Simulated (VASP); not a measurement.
Wanted: the native input for a VASP 6.6.1 run.

| Quantity | Value |
| --- | --- |
| Task | single point |
| Functional | r2SCAN |
| Potentials or basis | VASP PAW PBE potentials, release 64 (Rh_pv) |
| Cutoff | 520 eV |
| k mesh | 12 × 12 × 12 |
| Occupations | fermi-dirac, width 0.05 eV |
| Spin | no spin polarisation |
| Dipole correction | no |
| Further INCAR settings | ALGO = Normal; EDIFF = 1e-06; NBANDS = 14 |

Rh:

```
Rh
1.0
     0.00000    1.85911    1.85911
     1.85911    0.00000    1.85911
     1.85911    1.85911    0.00000
Rh
1
Cartesian
  0.0000 0.0000 0.0000
```

One way to write it, as run:

POSCAR

```
Rh
1.0
    0.0000000000      1.8591074964      1.8591074964
    1.8591074964      0.0000000000      1.8591074964
    1.8591074964      1.8591074964      0.0000000000
Rh
1
Direct
    0.0000000000      0.0000000000      0.0000000000
```

INCAR.step1

```
PREC = Accurate
ENCUT = 520
ISMEAR = -1
SIGMA = 0.05
LREAL = F
LASPH = T
NELM = 60
NBANDS = 14
GGA = PE
ALGO = Normal
EDIFF = 1E-4
LWAVE = T
LCHARG = F
```

INCAR.step2

```
PREC = Accurate
ENCUT = 520
EDIFF = 1E-6
ISMEAR = -1
SIGMA = 0.05
LREAL = F
LASPH = T
NELM = 60
ALGO = Normal
ISIF = 2
LWAVE = F
LCHARG = T
METAGGA = R2SCAN
LMIXTAU = T
LELF = T
LVHAR = T
NBANDS = 14
ISTART = 1
```

KPOINTS

```
regular mesh
0
Gamma
  12 12 12
```

Potentials or basis: VASP PAW PBE potentials, release 64 (Rh_pv).

The run is started by

```console
$ cat potpaw_PBE.64/Rh_pv/POTCAR > POTCAR
$ cp INCAR.step1 INCAR
$ mpirun -np 1 vasp_std > vasp.out
$ cp INCAR.step2 INCAR
$ mpirun -np 1 vasp_std > vasp.out
```

It gave:

```json
{
  "Pressure": "23.3 GPa"
}
```

Caveat: the PAW data sets were made with another functional, which shifts forces and pressure a little.

Wall time 40 s on 1 thread of Intel(R) Xeon(R) Platinum 8259CL CPU @ 2.50GHz (Skylake/Cascade Lake), on a shared host, peak memory 0.13 GiB.
